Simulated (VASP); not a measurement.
# CdS (Hawleyite) (F-43m) in VASP: notebook

CdS (Hawleyite) is run at these levels: RPBE, revPBE+D3(BJ), BLYP+D4; tasks: single point.

Program: VASP 6.6.1. These are calculated values, not measurements. Logs are shortened: lines on timing, memory, paths and dates and some standing lists are left out, and cuts for length are marked.

## Step 1: The cell of the first run

It takes space group F-43m (No. 216, cubic). Conventional cell: a = 5.872 Å, b = 5.872 Å, c = 5.872 Å, α = 90.00°, β = 90.00°, γ = 90.00°. Cd (site symmetry -43m) has 4 S at 2.54 Å within 3.4 Å. S (site symmetry -43m) has 4 Cd at 2.54 Å within 3.4 Å.

## Step 2: Single point, RPBE

INCAR reads:

```
PREC = Accurate
ENCUT = 520
EDIFF = 1E-6
ISMEAR = -1
SIGMA = 0.05
LREAL = False
LASPH = True
NELM = 80
ALGO = Normal
ISIF = 2
LWAVE = False
LCHARG = False
GGA = RP
NBANDS = 16
```

KPOINTS reads:

```
Automatic mesh
0
Gamma
  8 8 8
```

POSCAR reads:

```
CdS
1.0
    0.0000000000      2.9358151324      2.9358151324
    2.9358151324      0.0000000000      2.9358151324
    2.9358151324      2.9358151324      0.0000000000
Cd S
1 1
Direct
    0.0000000000      0.0000000000      0.0000000000
    0.7500000000      0.7500000000      0.7500000000
```

Potentials or basis: VASP PAW PBE potentials, release 64 (Cd, S).

The run is started by

```bash
cat potpaw_PBE.64/Cd/POTCAR potpaw_PBE.64/S/POTCAR > POTCAR
mpirun -np 1 vasp_std > vasp.out
```

OUTCAR:

```text
PREC = Accurate
   ENCUT = 520
   EDIFF = 1E-6
   ISMEAR = -1
   LREAL = False
   LASPH = True
   NELM = 80
   ISIF = 2
   GGA = RP

 ion  position               nearest neighbor table
   1  0.000  0.000  0.000-   2 2.54   2 2.54   2 2.54   2 2.54
   2  0.750  0.750  0.750-   1 2.54   1 2.54   1 2.54   1 2.54

  LATTYP: Found a face centered cubic cell.
 ALAT       =     5.8716302648

  Lattice vectors:

 A1 = (   0.0000000000,   2.9358151324,   2.9358151324)
 A2 = (   2.9358151324,   0.0000000000,   2.9358151324)
 A3 = (   2.9358151324,   2.9358151324,   0.0000000000)

Analysis of symmetry for initial positions (statically):
=====================================================================
 Subroutine PRICEL returns:
 Original cell was already a primitive cell.

 Routine SETGRP: Setting up the symmetry group for a
 face centered cubic supercell.

 Subroutine GETGRP returns: Found 24 space group operations
 (whereof 24 operations were pure point group operations)
 out of a pool of 48 trial point group operations.

The static configuration has the point symmetry T_d .

Analysis of symmetry for dynamics (positions and initial velocities):
=====================================================================
 Subroutine PRICEL returns:
 Original cell was already a primitive cell.

 Routine SETGRP: Setting up the symmetry group for a
 face centered cubic supercell.

 Subroutine GETGRP returns: Found 24 space group operations
 (whereof 24 operations were pure point group operations)
 out of a pool of 48 trial point group operations.

The dynamic configuration has the point symmetry T_d .

 Subroutine INISYM returns: Found 24 space group operations
 (whereof 24 operations are pure point group operations),
 and found     1 'primitive' translations

----------------------------------------------------------------------------------------

                                     Primitive cell

  volume of cell :      50.6076

  direct lattice vectors                    reciprocal lattice vectors
     0.000000000  2.935815132  2.935815132    -0.170310451  0.170310451  0.170310451
     2.935815132  0.000000000  2.935815132     0.170310451 -0.170310451  0.170310451
     2.935815132  2.935815132  0.000000000     0.170310451  0.170310451 -0.170310451

  length of vectors
     4.151869577  4.151869577  4.151869577     0.294986355  0.294986355  0.294986355

  position of ions in fractional coordinates (direct lattice)
     0.000000000  0.000000000  0.000000000
     0.750000000  0.750000000  0.750000000

  ion indices of the primitive-cell ions
   primitive index   ion index
                 1           1
                 2           2

----------------------------------------------------------------------------------------

 KPOINTS: Automatic mesh

Automatic generation of k-mesh.
 Grid dimensions read from file:
 generate k-points for:    8    8    8

 Generating k-lattice:

  Cartesian coordinates                     Fractional coordinates (reciprocal lattice)
    -0.021288806  0.021288806  0.021288806     0.125000000  0.000000000  0.000000000
     0.021288806 -0.021288806  0.021288806     0.000000000  0.125000000  0.000000000
     0.021288806  0.021288806 -0.021288806     0.000000000  0.000000000  0.125000000

  Length of vectors
     0.036873294  0.036873294  0.036873294

  Shift w.r.t. Gamma in fractional coordinates (k-lattice)
     0.000000000  0.000000000  0.000000000

 Subroutine IBZKPT returns following result:
 ===========================================

 Found     29 irreducible k-points:

 Following reciprocal coordinates:
            Coordinates               Weight
  0.000000  0.000000  0.000000      1.000000
  0.125000  0.000000  0.000000      8.000000
  0.250000  0.000000  0.000000      8.000000
  0.375000  0.000000  0.000000      8.000000
  0.500000  0.000000  0.000000      4.000000
  0.125000  0.125000  0.000000      6.000000
[... 16 lines left out ...]
  0.500000  0.250000  0.125000     48.000000
 -0.375000  0.250000  0.125000     24.000000
 [... further k-points ...]
   k-points           NKPTS =     29   k-points in BZ     NKDIM =     29   number of bands    NBANDS=     16
   number of dos      NEDOS =    301   number of ions     NIONS =      2
   total plane-waves  NPLWV =  32768
   dimension x,y,z NGX =    32 NGY =   32 NGZ =   32
   dimension x,y,z NGXF=    64 NGYF=   64 NGZF=   64
   ions per type =               1   1
   NGX,Y,Z   is equivalent  to a cutoff of  12.81, 12.81, 12.81 a.u.
   NGXF,Y,Z  is equivalent  to a cutoff of  25.63, 25.63, 25.63 a.u.
 SYSTEM =  unknown system
   PREC   = accura    normal or accurate (medium, high low for compatibility)
   ISTART =      0    job   : 0-new  1-cont  2-samecut
   ICHARG =      2    charge: 1-file 2-atom 10-const
   ISPIN  =      1    spin polarized calculation?
   LNONCOLLINEAR =      F non collinear calculations
   LSORBIT =      F    spin-orbit coupling
   LASPH  =      T    aspherical Exc in radial PAW
   ENCUT  =  520.0 eV  38.22 Ry    6.18 a.u.   7.72  7.72  7.72*2*pi/ulx,y,z
   NELM   =     80;   NELMIN=  2; NELMDL= -5     # of ELM steps
   EDIFF  = 0.1E-05   stopping-criterion for ELM
   LREAL  =      F    real-space projection
   EDIFFG = 0.1E-04   stopping-criterion for IOM
   NSW    =      0    number of steps for IOM
   IBRION =     -1    ionic relax: 0-MD 1-quasi-New 2-CG
   NFREE  =      0    steps in history (QN), initial steepest desc. (CG)
   ISIF   =      2    stress and relaxation
   ISYM   =      2    0-nonsym 1-usesym 2-fastsym
   POTIM  = 0.5000    time-step for ionic-motion
   TEBEG  =    0.0;   TEEND  =   0.0 temperature during run
   PSTRESS=    0.0 pullay stress
   NELECT =      18.0000    total number of electrons
   NUPDOWN=      -1.0000    fix difference up-down
   EMIN   =  10.00;   EMAX   =-10.00  energy-range for DOS
   EFERMI =   0.00;   METHOD = LEGACY
   ISMEAR =    -1;   SIGMA  =   0.05  broadening in eV -4-tet -1-fermi 0-gaus
   EFERMI_NEDOS =   21; number of points for ismear=-14 and -15
   IALGO  =     38    algorithm
   IMIX   =      4    mixing-type and parameters
     AMIX     =   0.40;   BMIX     =  1.00
     AMIX_MAG =   1.60;   BMIX_MAG =  1.00
  volume/ion in A,a.u.               =      25.30       170.76
  Fermi-wavevector in a.u.,A,eV,Ry     =   1.159917  2.191926 18.305384  1.345408
  Thomas-Fermi vector in A             =   2.296505
   LORBIT       =      0    0 simple, 1 ext, 2 COOP (PROOUT), +10 PAW based schemes
   GGA     = RP    functional components
   LHFCALC =     F    Hartree Fock is set to
   AEXX    =    0.0000 exact exchange contribution
   IVDW    =     0    specifies the selected vdW correction
   LEPSILON=     F    determine dielectric tensor
   LRPA    =     F    only Hartree local field effects (RPA)
 non-spin polarized calculation
  energy-cutoff  :      520.00
  volume of cell :       50.61
 maximum number of plane-waves:      1380
   NGX = 15   NGY = 15   NGZ = 15

 number of electron      18.0000005 magnetization

 Free energy of the ion-electron system (eV)
  ---------------------------------------------------
  ext. energy  EPLUGINS =         0.00000000
  ---------------------------------------------------
  free energy    TOTEN  =        -5.48134221 eV

  energy without entropy =       -5.48134218  energy(sigma->0) =       -5.48134220

 E-fermi :   1.9522     XC(G=0):  -8.8043

 val. band max:        1.2668150406   @ k =   0.0000   0.0000   0.0000
 cond. band min:       2.5570072607   @ k =   0.0000   0.0000   0.0000
 fundamental gap:      1.2901922201
 Fermi energy:         1.9522074726

 k-point     1 :       0.0000    0.0000    0.0000
  band No.  band energies     occupation
      1     -10.9591      2.00000
      2      -6.3913      2.00000
      3      -6.3913      2.00000
      4      -6.3913      2.00000
      5      -5.9414      2.00000
      6      -5.9414      2.00000
[... 8 lines left out ...]
     15      12.7142      0.00000
     16      12.8817      0.00000

 k-point     2 :       0.1250    0.0000    0.0000
  band No.  band energies     occupation
      1     -10.9011      2.00000
      2      -6.3701      2.00000
      3      -6.3701      2.00000
      4      -6.3367      2.00000
      5      -5.9422      2.00000
      6      -5.9422      2.00000
[... 8 lines left out ...]
     15      12.1739      0.00000
     16      13.4602      0.00000

 k-point     3 :       0.2500    0.0000    0.0000
  band No.  band energies     occupation
      1     -10.7603      2.00000
      2      -6.3241      2.00000
      3      -6.3241      2.00000
      4      -6.1462      2.00000
      5      -5.9369      2.00000
      6      -5.9369      2.00000
[... 8 lines left out ...]
     15      11.9552      0.00000
     16      12.8259      0.00000

 k-point     4 :       0.3750    0.0000    0.0000
  band No.  band energies     occupation
      1     -10.6200      2.00000
      2      -6.2885      2.00000
      3      -6.2885      2.00000
      4      -5.9181      2.00000
      5      -5.9181      2.00000
      6      -5.8088      2.00000
[... 8 lines left out ...]
     15      12.7836      0.00000
     16      12.7836      0.00000

 k-point     5 :       0.5000    0.0000    0.0000
  band No.  band energies     occupation
      1     -10.5623      2.00000
      2      -6.2776      2.00000
      3      -6.2776      2.00000
      4      -5.9056      2.00000
      5      -5.9056      2.00000
      6      -5.5745      2.00000
[... 8 lines left out ...]
     15      13.7833      0.00000
     16      13.7833      0.00000

 k-point     6 :       0.1250    0.1250    0.0000
  band No.  band energies     occupation
      1     -10.8818      2.00000
      2      -6.3496      2.00000
      3      -6.3496      2.00000
      4      -6.3456      2.00000
      5      -5.9559      2.00000
      6      -5.9295      2.00000
[... 8 lines left out ...]
     15      12.8151      0.00000
     16      14.0534      0.00000
[... 267 lines left out ...]
 k-point    21 :       0.5000    0.5000    0.0000
  band No.  band energies     occupation
      1     -10.4396      2.00000
      2      -6.1796      2.00000
      3      -6.0637      2.00000
      4      -6.0637      2.00000
      5      -5.8599      2.00000
      6      -5.5080      2.00000
[... 8 lines left out ...]
     15      13.5974      0.00000
     16      14.7436      0.00000

 k-point    22 :       0.3750    0.2500    0.1250
  band No.  band energies     occupation
      1     -10.6571      2.00000
      2      -6.2739      2.00000
      3      -6.2494      2.00000
      4      -6.0852      2.00000
      5      -5.9308      2.00000
      6      -5.8813      2.00000
[... 8 lines left out ...]
     15      13.2612      0.00000
     16      15.2712      0.00000

 k-point    23 :       0.5000    0.2500    0.1250
  band No.  band energies     occupation
      1     -10.5467      2.00000
      2      -6.2396      2.00000
      3      -6.2162      2.00000
      4      -5.9986      2.00000
      5      -5.9090      2.00000
      6      -5.6531      2.00000
[... 8 lines left out ...]
     15      14.1130      0.00000
     16      14.3447      0.00000

 k-point    24 :      -0.3750    0.2500    0.1250
  band No.  band energies     occupation
      1     -10.5018      2.00000
      2      -6.2346      2.00000
      3      -6.2007      2.00000
      4      -5.9627      2.00000
      5      -5.9155      2.00000
      6      -5.4678      2.00000
[... 8 lines left out ...]
     15      13.6279      0.00000
     16      14.3989      0.00000

 [... further k-points ...]
[... 5 lines left out ...]
  --------------------------------------------------------------------------------------
  -------------------------------------------------------------------------------------
  Total        1.2907760      1.2907760      1.2907760      0.0000000      0.0000000      0.0000000
  in kB       40.8644224     40.8644224     40.8644224      0.0000000      0.0000000      0.0000000
  external PRESSURE =      40.8644224 kB  Pullay stress =       0.0000000 kB

 VOLUME and BASIS-vectors are now :
 -----------------------------------------------------------------------------
  energy-cutoff  :      520.00
  volume of cell :       50.61
      direct lattice vectors                 reciprocal lattice vectors
     0.000000000  2.935815132  2.935815132    -0.170310451  0.170310451  0.170310451
     2.935815132  0.000000000  2.935815132     0.170310451 -0.170310451  0.170310451
     2.935815132  2.935815132  0.000000000     0.170310451  0.170310451 -0.170310451

 POSITION                                       TOTAL-FORCE (eV/Angst)
 -----------------------------------------------------------------------------------
      0.00000      0.00000      0.00000         0.000000      0.000000      0.000000
      4.40372      4.40372      4.40372        -0.000000     -0.000000     -0.000000
 -----------------------------------------------------------------------------------
    total drift:                                0.000001      0.000001      0.000001

  FREE ENERGIE OF THE ION-ELECTRON SYSTEM (eV)
  ---------------------------------------------------
  free  energy   TOTEN  =        -5.4813422108 eV

  energy  without entropy=       -5.4813421794  energy(sigma->0) =       -5.48134220
```

Wall time 17 s (1 thread of Intel Xeon Platinum 8375C at 2.90GHz (Ice Lake), shared host); peak memory 0.18 GiB.

What came out:

```yaml
Free_energy: -5.4813 eV
Pressure: 4.1 GPa
Band_gap_on_the_k_mesh: 1.29 eV, direct
```

Levels at points of the mesh, in eV from the valence-band top:
| k point | band 6 | band 7 | band 8 | band 9 | band 10 | band 11 | band 12 | band 13 |
| --- | --- | --- | --- | --- | --- | --- | --- | --- |
| (0.00, 0.00, 0.00) | -7.21 | 0.00 | 0.00 | 0.00 | 1.29 | 6.63 | 6.63 | 6.63 |
| (0.50, 0.00, 0.00) | -6.84 | -4.22 | -0.72 | -0.72 | 3.12 | 7.10 | 7.10 | 7.63 |
| (0.50, 0.50, 0.00) | -6.77 | -3.82 | -1.79 | -1.79 | 3.77 | 4.43 | 9.37 | 10.79 |

Caveat: the PAW data sets were made with another functional, which shifts forces and pressure a little. RPBE gaps usually lie below the measured ones, often by a third to a half.

(Part 1 of 2 ends here.)
